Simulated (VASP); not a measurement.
B2Ir2Rh: relaxation of cell and atoms with r2SCAN

The system is B2Ir2Rh.

```
CELL_PARAMETERS angstrom
0.00000 2.94285 0.00000
2.94285 0.00000 0.00000
1.47142 1.47142 -6.26727
ATOMIC_POSITIONS crystal
Ir 0.37347 0.37347 0.25306
Ir 0.62653 0.62653 0.74694
B 0.75000 0.25000 0.50000
B 0.25000 0.75000 0.50000
Rh 0.00000 0.00000 0.00000
```

| Item | Value |
| --- | --- |
| Program | VASP 6.6.1 |
| Task | relaxation of cell and atoms |
| Functional | r2SCAN |
| Potentials or basis | VASP PAW PBE potentials, release 64 (Ir, B, Rh_pv) |
| Cutoff | 600 eV |
| k mesh | 6 × 6 × 6 |
| Occupations | methfessel-paxton, width 0.1901 eV |
| Spin | no spin polarisation |
| Dipole correction | no |
| Further INCAR settings | ALGO = Normal; EDIFF = 1e-06; IBRION = 2; EDIFFG = -0.01; NSW = 60; ISIF = 3 |

The relaxed volume is 11.35 Å³/atom. The relaxed cell is a = 2.825 Å, b = 2.825 Å, c = 7.386 Å, α = 78.97°, β = 78.97°, γ = 90.00°, the space group after relaxing (to 0.1 Å) is I4/mmm (No. 139) and the energy gained by relaxing is 219.1 meV/atom. The ionic steps are 12, the pressure after relaxing is 0.1 GPa and the largest force after relaxing is 0.003 eV/Å. The band gap on the k mesh is zero (an odd number of electrons rules out a gap without spin polarisation).

Forces in eV/Å, atoms in the order of the input:
```
Ir   0.000  0.000 -0.003
Ir   0.000  0.000  0.003
B    0.000  0.000  0.000
B    0.000  0.000  0.000
Rh   0.000  0.000  0.000
```

Stress tensor (GPa, compression positive):
```
 0.10  0.00  0.00
 0.00  0.10  0.00
 0.00  0.00 -0.04
```

Step by step:
```csv
step,energy change (eV),largest force (eV/Å),pressure (GPa),volume (Å³)
1,0.0000,2.3324,19.18,54.28
2,-0.0494,1.4110,-28.34,65.04
3,-0.4938,1.5157,-10.37,59.41
4,-0.9528,1.3678,-0.76,57.96
5,-0.9535,1.4951,-0.23,57.90
6,-1.0143,0.0530,-1.91,57.02
7,-1.0770,0.5122,-1.80,57.41
8,-1.0770,0.5338,-1.79,57.43
9,-1.0938,0.1985,1.44,56.59
10,-1.0938,0.2022,1.39,56.60
11,-1.0906,0.3462,-2.15,57.05
12,-1.0955,0.0034,0.05,56.76
```

Final structure:
```xyz
5
Lattice="0.0000 2.8253 0.0000 2.8253 0.0000 0.0000 1.4126 1.4126 -7.1110" Properties=species:S:1:pos:R:3 pbc="T T T"
Ir    1.4126    1.4126   -1.9603
Ir    2.8253    2.8253   -5.1507
B     1.4126    2.8253   -3.5555
B     2.8253    1.4126   -3.5555
Rh    0.0000    0.0000    0.0000
```

Levels at points of the mesh, in eV from the Fermi level:
```
           k point  band 16  band 17  band 18  band 19  band 20  band 21  band 22  band 23
(0.00, 0.00, 0.00)    -1.32    -1.27    -1.27    -0.92    -0.44     0.27     0.52     3.53
(0.50, 0.00, 0.00)    -2.16    -2.16    -0.97    -0.34     0.00     1.06     1.85     2.18
(0.50, 0.50, 0.00)    -0.16     0.66     0.86     0.92     0.93     0.95     1.43     3.01
(0.00, 0.00, 0.50)    -1.59    -0.87    -0.65    -0.52    -0.10    -0.10     0.31     2.67
```

Wall time 16 min on 1 thread of Intel(R) Xeon(R) Platinum 8488C (Sapphire Rapids), with other jobs on the host, peak memory 0.22 GiB.

Caveat: the k points lie up to 0.38 Å⁻¹ apart in the final cell, too coarse for converged energies and pressures of a metal; the PAW data sets were made with another functional, which shifts forces and pressure a little; spin-orbit coupling is left out, which moves the levels of the heavy elements.
